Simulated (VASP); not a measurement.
# HBr (Fmmm) in VASP: further runs, part 2 of 3

VASP 6.6.1. The steps go on from the part before.

## (3) Single point, PBEsol (volume scaled by 0.7)

Input file INCAR:

```
SYSTEM = HBr
PREC = Accurate ; ENCUT = 520
EDIFF = 1E-6 ; ISMEAR = -1
SIGMA = 0.03 ; LREAL = .FALSE.
LASPH = .TRUE. ; NELM = 80
ALGO = Normal ; ISIF = 2
LWAVE = .FALSE. ; LCHARG = .TRUE.
GGA = PS ; LELF = .TRUE.
LVHAR = .TRUE. ; NBANDS = 11
```

Input file KPOINTS:

```
regular mesh
0
G
  9 9 9
  0 0 0
```

Input file POSCAR:

```
HBr
1.0
    0.0000000000      2.5038892849      2.6916809813
    2.4661533648      0.0000000000      2.6916809813
    2.4661533648      2.5038892849      0.0000000000
H Br
1 1
Direct
    0.0000000000      0.0000000000      0.0000000000
    0.5000000000      0.5000000000      0.5000000000
```

Potentials or basis: VASP PAW PBE potentials, release 64 (H, Br).

The run is started by

```console
$ cat potpaw_PBE.64/H/POTCAR potpaw_PBE.64/Br/POTCAR > POTCAR
$ mpirun -np 1 vasp_std > vasp.out
```

OUTCAR:

```text
SYSTEM = HBr
   PREC = Accurate
   ENCUT = 520
   EDIFF = 1E-6
   ISMEAR = -1
   LREAL = .FALSE.
   LASPH = .TRUE.
   NELM = 80
   ISIF = 2
   GGA = PS

 ion  position               nearest neighbor table
   1  0.000  0.000  0.000-
   2  0.500  0.500  0.500-

  LATTYP: Found a face centered orthorhombic cell.
 ALAT       =     4.9323067296
 B/A-ratio  =     1.0153015302
 C/A-ratio  =     1.0914491449

  Lattice vectors:

 A1 = (   0.0000000000,   2.5038892849,   2.6916809813)
 A2 = (   2.4661533648,   0.0000000000,   2.6916809813)
 A3 = (   2.4661533648,   2.5038892849,   0.0000000000)

Analysis of symmetry for initial positions (statically):
=====================================================================
 Subroutine PRICEL returns:
 Original cell was already a primitive cell.

 Routine SETGRP: Setting up the symmetry group for a
 face centered orthorhombic supercell.

 Subroutine GETGRP returns: Found  8 space group operations
 (whereof  8 operations were pure point group operations)
 out of a pool of  8 trial point group operations.

The static configuration has the point symmetry D_2h.

Analysis of symmetry for dynamics (positions and initial velocities):
=====================================================================
 Subroutine PRICEL returns:
 Original cell was already a primitive cell.

 Routine SETGRP: Setting up the symmetry group for a
 face centered orthorhombic supercell.

 Subroutine GETGRP returns: Found  8 space group operations
 (whereof  8 operations were pure point group operations)
 out of a pool of  8 trial point group operations.

The dynamic configuration has the point symmetry D_2h.

 Subroutine INISYM returns: Found  8 space group operations
 (whereof  8 operations are pure point group operations),
 and found     1 'primitive' translations

----------------------------------------------------------------------------------------

                                     Primitive cell

  volume of cell :      33.2421

  direct lattice vectors                    reciprocal lattice vectors
     0.000000000  2.503889285  2.691680981    -0.202744893  0.199689341  0.185757526
     2.466153365  0.000000000  2.691680981     0.202744893 -0.199689341  0.185757526
     2.466153365  2.503889285  0.000000000     0.202744893  0.199689341 -0.185757526

  length of vectors
     3.676221981  3.650624457  3.514452158     0.339834052  0.339834052  0.339834052

  position of ions in fractional coordinates (direct lattice)
     0.000000000  0.000000000  0.000000000
     0.500000000  0.500000000  0.500000000

  ion indices of the primitive-cell ions
   primitive index   ion index
                 1           1
                 2           2

----------------------------------------------------------------------------------------

 KPOINTS: regular mesh

Automatic generation of k-mesh.
 Grid dimensions read from file:
 generate k-points for:    9    9    9

 Generating k-lattice:

  Cartesian coordinates                     Fractional coordinates (reciprocal lattice)
    -0.022527210  0.022187705  0.020639725     0.111111111  0.000000000  0.000000000
     0.022527210 -0.022187705  0.020639725    -0.000000000  0.111111111 -0.000000000
     0.022527210  0.022187705 -0.020639725     0.000000000  0.000000000  0.111111111

  Length of vectors
     0.037759339  0.037759339  0.037759339

  Shift w.r.t. Gamma in fractional coordinates (k-lattice)
     0.000000000  0.000000000  0.000000000

 Subroutine IBZKPT returns following result:
 ===========================================

 Found    125 irreducible k-points:

 Following reciprocal coordinates:
            Coordinates               Weight
  0.000000  0.000000  0.000000      1.000000
  0.111111  0.000000  0.000000      8.000000
  0.222222  0.000000 -0.000000      8.000000
  0.333333 -0.000000  0.000000      8.000000
  0.444444  0.000000 -0.000000      8.000000
  0.111111  0.111111  0.000000      2.000000
[... 16 lines left out ...]
 -0.333333  0.333333  0.000000      4.000000
  0.444444  0.444444  0.000000      2.000000
 [... further k-points ...]
   k-points           NKPTS =    125   k-points in BZ     NKDIM =    125   number of bands    NBANDS=     11
   number of dos      NEDOS =    301   number of ions     NIONS =      2
   total plane-waves  NPLWV =  21952
   dimension x,y,z NGX =    28 NGY =   28 NGZ =   28
   dimension x,y,z NGXF=    56 NGYF=   56 NGZF=   56
   ions per type =               1   1
   NGX,Y,Z   is equivalent  to a cutoff of  12.66, 12.75, 13.24 a.u.
   NGXF,Y,Z  is equivalent  to a cutoff of  25.32, 25.50, 26.49 a.u.
 SYSTEM =  HBr
   PREC   = accura    normal or accurate (medium, high low for compatibility)
   ISTART =      0    job   : 0-new  1-cont  2-samecut
   ICHARG =      2    charge: 1-file 2-atom 10-const
   ISPIN  =      1    spin polarized calculation?
   LNONCOLLINEAR =      F non collinear calculations
   LSORBIT =      F    spin-orbit coupling
   LASPH  =      T    aspherical Exc in radial PAW
   ENCUT  =  520.0 eV  38.22 Ry    6.18 a.u.   6.84  6.79  6.53*2*pi/ulx,y,z
   NELM   =     80;   NELMIN=  2; NELMDL= -5     # of ELM steps
   EDIFF  = 0.1E-05   stopping-criterion for ELM
   LREAL  =      F    real-space projection
   EDIFFG = 0.1E-04   stopping-criterion for IOM
   NSW    =      0    number of steps for IOM
   IBRION =     -1    ionic relax: 0-MD 1-quasi-New 2-CG
   NFREE  =      0    steps in history (QN), initial steepest desc. (CG)
   ISIF   =      2    stress and relaxation
   ISYM   =      2    0-nonsym 1-usesym 2-fastsym
   POTIM  = 0.5000    time-step for ionic-motion
   TEBEG  =    0.0;   TEEND  =   0.0 temperature during run
   PSTRESS=    0.0 pullay stress
   NELECT =       8.0000    total number of electrons
   NUPDOWN=      -1.0000    fix difference up-down
   EMIN   =  10.00;   EMAX   =-10.00  energy-range for DOS
   EFERMI =   0.00;   METHOD = LEGACY
   ISMEAR =    -1;   SIGMA  =   0.03  broadening in eV -4-tet -1-fermi 0-gaus
   EFERMI_NEDOS =   21; number of points for ismear=-14 and -15
   IALGO  =     38    algorithm
   IMIX   =      4    mixing-type and parameters
     AMIX     =   0.40;   BMIX     =  1.00
     AMIX_MAG =   1.60;   BMIX_MAG =  1.00
  volume/ion in A,a.u.               =      16.62       112.16
  Fermi-wavevector in a.u.,A,eV,Ry     =   1.018299  1.924306 14.108322  1.036932
  Thomas-Fermi vector in A             =   2.151749
   LORBIT       =      0    0 simple, 1 ext, 2 COOP (PROOUT), +10 PAW based schemes
   GGA     = PS    functional components
   LHFCALC =     F    Hartree Fock is set to
   AEXX    =    0.0000 exact exchange contribution
   IVDW    =     0    specifies the selected vdW correction
   LEPSILON=     F    determine dielectric tensor
   LRPA    =     F    only Hartree local field effects (RPA)
 non-spin polarized calculation
  energy-cutoff  :      520.00
  volume of cell :       33.24
 maximum number of plane-waves:       914
   NGX = 13   NGY = 13   NGZ = 13

 number of electron       7.9999998 magnetization

 Free energy of the ion-electron system (eV)
  ---------------------------------------------------
  ext. energy  EPLUGINS =         0.00000000
  ---------------------------------------------------
  free energy    TOTEN  =        -3.56446231 eV

  energy without entropy =       -3.56126302  energy(sigma->0) =       -3.56286267

 E-fermi :   0.7116     XC(G=0):  -9.2441

 val. band max:        0.7078378961   @ k =  -0.2222   0.1111   0.0000
 cond. band min:       0.7209562180   @ k =   0.1111   0.0000   0.0000
 fundamental gap:      0.0131183219
 Fermi energy:         0.7116318267

 k-point     1 :       0.0000    0.0000    0.0000
  band No.  band energies     occupation
      1     -14.0270      2.00000
      2       0.3134      2.00000
      3       0.6932      1.29763
      4       0.7436      0.51210
      5       0.8274      0.04132
      6      11.5805      0.00000
      7      12.2624      0.00000
      8      12.2667      0.00000
      9      12.3917      0.00000
     10      15.3699      0.00000
     11      15.5760      0.00000
[... 309 lines left out ...]
 k-point    24 :       0.4444    0.4444    0.0000
  band No.  band energies     occupation
      1     -12.9916      2.00000
      2      -2.9055      2.00000
      3      -0.4612      2.00000
      4      -0.3585      2.00000
      5      -0.2954      2.00000
      6       8.3843      0.00000
      7      14.1844      0.00000
      8      16.6313      0.00000
      9      16.7325      0.00000
     10      17.1142      0.00000
     11      18.4290      0.00000

 [... further k-points ...]

------------------------ aborting loop because EDIFF is reached ----------------------------------------

  FORCE on cell =-STRESS in cart. coord.  units (eV):
  Direction    XX          YY          ZZ          XY          YZ          ZX
  --------------------------------------------------------------------------------------
  -------------------------------------------------------------------------------------
  Total       -2.0651281     -1.6828359     -0.5364041     -0.0000000      0.0000000      0.0000000
  in kB      -99.5333892    -81.1079778    -25.8531752     -0.0000000      0.0000000      0.0000000
  external PRESSURE =     -68.8315141 kB  Pullay stress =       0.0000000 kB

 VOLUME and BASIS-vectors are now :
 -----------------------------------------------------------------------------
  energy-cutoff  :      520.00
  volume of cell :       33.24
      direct lattice vectors                 reciprocal lattice vectors
     0.000000000  2.503889285  2.691680981    -0.202744893  0.199689341  0.185757526
     2.466153365  0.000000000  2.691680981     0.202744893 -0.199689341  0.185757526
     2.466153365  2.503889285  0.000000000     0.202744893  0.199689341 -0.185757526

 POSITION                                       TOTAL-FORCE (eV/Angst)
 -----------------------------------------------------------------------------------
      0.00000      0.00000      0.00000         0.000000     -0.000000      0.000000
      2.46615      2.50389      2.69168        -0.000000      0.000000      0.000000
 -----------------------------------------------------------------------------------
    total drift:                                0.000000      0.000000      0.000000

  FREE ENERGIE OF THE ION-ELECTRON SYSTEM (eV)
  ---------------------------------------------------
  free  energy   TOTEN  =        -3.5644623143 eV

  energy  without entropy=       -3.5612630192  energy(sigma->0) =       -3.56286267
```

OSZICAR:

```text
N       E                     dE             d eps       ncg     rms          rms(c)
DAV:   1     0.275701047646E+02    0.27570E+02   -0.31778E+03  2758   0.576E+02
DAV:   2    -0.218047302906E+01   -0.29751E+02   -0.28477E+02  3362   0.101E+02
DAV:   3    -0.366991152188E+01   -0.14894E+01   -0.14732E+01  3436   0.248E+01
DAV:   4    -0.367598206334E+01   -0.60705E-02   -0.60696E-02  3126   0.184E+00
DAV:   5    -0.367600388993E+01   -0.21827E-04   -0.21826E-04  3411   0.111E-01    0.395E+00
DAV:   6    -0.356881680754E+01    0.10719E+00   -0.43571E-01  3061   0.156E+00    0.230E+00
DAV:   7    -0.356493142986E+01    0.38854E-02   -0.12862E-02  3202   0.466E-01    0.113E+00
DAV:   8    -0.356451421546E+01    0.41721E-03   -0.46036E-03  2864   0.351E-01    0.163E-01
DAV:   9    -0.356448169553E+01    0.32520E-04   -0.55545E-04  3127   0.795E-02    0.482E-02
DAV:  10    -0.356446670575E+01    0.14990E-04   -0.17886E-04  3034   0.429E-02    0.127E-02
DAV:  11    -0.356446214914E+01    0.45566E-05   -0.32416E-05  3082   0.159E-02    0.419E-03
DAV:  12    -0.356446231430E+01   -0.16516E-06   -0.19341E-06  2379   0.657E-03
   1 F= -.35644623E+01 E0= -.35628627E+01  d E =-.319930E-02
```

Run time: 28 s. Hardware: 1 thread of Intel Xeon Platinum 8488C (Sapphire Rapids), shared host; peak memory 0.18 GiB.

What came out:

- Free energy: -3.5645 eV
- Pressure: -6.9 GPa
- Band gap on the k mesh: zero (band 4 reaches 0.75 eV, above the bottom of band 5 at -0.44 eV)

Stress tensor (GPa, compression positive):
```
-9.95  0.00  0.00
 0.00 -8.11  0.00
 0.00  0.00 -2.59
```

Caveat: the PAW data sets were made with another functional, which shifts forces and pressure a little.

## (4) Single point, PBEsol (volume scaled by 0.7)

Input file INCAR:

```
ALGO     = Normal         # electronic algorithm
EDIFF    = 1E-6           # SCF threshold, eV
ENCUT    = 520            # plane-wave cutoff, eV
GGA      = PS             # functional
ISIF     = 2              # what is computed and relaxed
ISMEAR   = -1             # smearing method
LASPH    = T              # aspherical terms in the spheres
LCHARG   = F              # write CHGCAR
LREAL    = F              # projectors in reciprocal space
LWAVE    = F              # write WAVECAR
NBANDS   = 11             # bands
NELM     = 60             # most SCF steps
PREC     = Accurate       # precision mode
SIGMA    = 0.03           # smearing width, eV
```

Input file KPOINTS:

```
k-points
0
Gamma
  9 9 9
```

POSCAR is that of step 3.

The run is started by

```console
$ cat potpaw_PBE.64/H/POTCAR potpaw_PBE.64/Br/POTCAR > POTCAR
$ mpirun -np 1 vasp_std > vasp.out
```

It took 27 s on 1 thread of Intel Xeon Platinum 8488C (Sapphire Rapids), shared host; peak memory 0.18 GiB.

The run converged. Its results:

- Free energy: -3.5645 eV
- Pressure: -6.9 GPa
- Band gap on the k mesh: zero (band 4 reaches 0.75 eV, above the bottom of band 5 at -0.44 eV)

Stress tensor (GPa, compression positive):
```
-9.95  0.00  0.00
 0.00 -8.11  0.00
 0.00  0.00 -2.59
```

Levels at points of the mesh, in eV from the Fermi level:
| k point | band 2 | band 3 | band 4 | band 5 | band 6 | band 7 |
| --- | --- | --- | --- | --- | --- | --- |
| (0.00, 0.00, 0.00) | -0.40 | -0.02 | 0.03 | 0.12 | 10.87 | 11.55 |

Caveat: the PAW data sets were made with another functional, which shifts forces and pressure a little.

(Part 2 of 3 ends here.)
